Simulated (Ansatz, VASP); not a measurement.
**BeS4 in VASP and in Ansatz**

File INCAR:

```
SYSTEM = BeS4
  ALGO = Normal
  EDIFF = 1E-7
  ENCUT = 520
  GGA = PE
  ISIF = 2
  ISMEAR = 0
  LASPH = .TRUE.
  LCHARG = .FALSE.
  LREAL = .FALSE.
  LWAVE = .FALSE.
  NBANDS = 21
  NELM = 60
  PREC = Accurate
  SIGMA = 0.1
```

File KPOINTS:

```
k-points
0
G
  4 4 6
  0 0 0
```

POSCAR

```
BeS4
1.0
    3.6545238900     -3.8375037300      0.0000000000
    3.6545238900      3.8375037300      0.0000000000
    0.0000000000      0.0000000000      3.2816509000
Be S
1 4
Direct
    0.0000000000      0.0000000000      0.0000000000
    0.8105999900      0.1894000100      0.5000000000
    0.1894000100      0.8105999900      0.5000000000
    0.2852000000      0.2852000000      0.0000000000
    0.7148000000      0.7148000000      0.0000000000
```

Input for Ansatz:

```yaml
crystal:
  lattice:
    - [3.65452389, -3.83750373, 0.0]
    - [3.65452389, 3.83750373, 0.0]
    - [0.0, 0.0, 3.2816509]
  atoms:
    - { symbol: Be, position: [0.0, 0.0, 0.0] }
    - { symbol: S, position: [0.81059999, 0.18940001, 0.5] }
    - { symbol: S, position: [0.18940001, 0.81059999, 0.5] }
    - { symbol: S, position: [0.2852, 0.2852, 0.0] }
    - { symbol: S, position: [0.7148, 0.7148, 0.0] }
basis:
  ecutwfc: 420
kpoints:
  mp_grid: { grid: [4, 4, 6] }
hamiltonian:
  xc: pbe
scf:
  occupations: { method: gaussian, width: 0.1 }
  lower_state_search: "off"
output:
  forces: true
  stress: true
  eigenvalues: true
```

Change from the starting cell: species swapped into the OsCl4 type (Cmmm, No. 65).

Alike in both runs: task single point; functional PBE; k mesh 4 × 4 × 6; occupations gaussian, width 0.1 eV; no spin polarisation.

|  | VASP | Ansatz |
| --- | --- | --- |
| version | VASP 6.6.1 | Ansatz 0.2.0 |
| potentials or method | VASP PAW PBE potentials, release 64 (Be, S), cutoff 520 eV | scalar-relativistic, plane waves, PAW |
| valence electrons in the cell | 26 | 26 |

VASP gave:

```
gap on the k mesh at the Fermi level (eV)                     : none
pressure (GPa)                                                : -3.1
traceless stress, the component that is largest in VASP (GPa) : -3.04
rms of the force components (eV/Å)                            : 0.241
```

Problem. What did Ansatz give for the same quantities?

Solution. gap on the k mesh at the Fermi level (eV): none; pressure (GPa): -3.0; traceless stress, the component that is largest in VASP (GPa): -3.04; rms of the force components (eV/Å): 0.244.

Atom by atom the forces differ by 0.004 eV/Å (rms over components). A gap of «none» marks a metal or a gap that the smearing closes. The functional is the same, so the differences come from potentials, cutoffs and numerics.
